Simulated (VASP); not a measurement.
Set up this calculation in VASP 6.6.1, as the native input.

* Task: single point
* Functional: PBE
* Potentials or basis: VASP PAW PBE potentials, release 64 (Ta_pv, Nb_sv, O)
* Cutoff: 520 eV
* k mesh: 12 × 12 × 12
* Occupations: gaussian, width 0.1 eV
* Spin: no spin polarisation
* Dipole correction: no
* Further INCAR settings: ALGO = Normal; EDIFF = 1e-06; NBANDS = 32

The structure of Ta2NbO2 lies in POSCAR:

```
Ta2NbO2
1.0
   -2.1264472007      2.1264472007      4.1850896839
    2.1264472007     -2.1264472007      4.1850896839
    2.1264472007      2.1264472007     -4.1850896839
Ta Nb O
2 1 2
Direct
    0.7500000000      0.2500000000      0.5000000000
    0.2500000000      0.7500000000      0.5000000000
    0.0000000000      0.0000000000      0.0000000000
    0.7406504649      0.7406504649      0.0000000000
    0.2593495351      0.2593495351      0.0000000000
```

The input as run:

INCAR

```
SYSTEM = Ta2NbO2
PREC     = Accurate       ! precision mode
ENCUT    = 520            ! plane-wave cutoff, eV
EDIFF    = 1E-6           ! SCF threshold, eV
ISMEAR   = 0              ! smearing method
SIGMA    = 0.1            ! smearing width, eV
LREAL    = .FALSE.        ! projectors in reciprocal space
LASPH    = .TRUE.         ! aspherical terms in the spheres
NELM     = 60             ! most SCF steps
ALGO     = Normal         ! electronic algorithm
ISIF     = 2              ! what is computed and relaxed
LWAVE    = .FALSE.        ! write WAVECAR
LCHARG   = .FALSE.        ! write CHGCAR
GGA      = PE             ! functional
NBANDS   = 32             ! bands
```

KPOINTS

```
Automatic mesh
0
G
  12 12 12
  0 0 0
```

Potentials or basis: VASP PAW PBE potentials, release 64 (Ta_pv, Nb_sv, O).

Run with:

```bash
$ cat potpaw_PBE.64/Ta_pv/POTCAR potpaw_PBE.64/Nb_sv/POTCAR potpaw_PBE.64/O/POTCAR > POTCAR
$ mpirun -np 1 vasp_std > vasp.out
```

Results of the run:

| Quantity | Value |
| --- | --- |
| Pressure | 0.2 GPa |
| Largest force | 0.015 eV/Å |

Caveat: an odd number of electrons without spin polarisation forces a metal; a magnetic or distorted state may lie lower.

Wall time 7.4 min on 1 thread of Intel(R) Xeon(R) Platinum 8375C CPU @ 2.90GHz (Ice Lake) (shared host), peak memory 0.5 GiB.
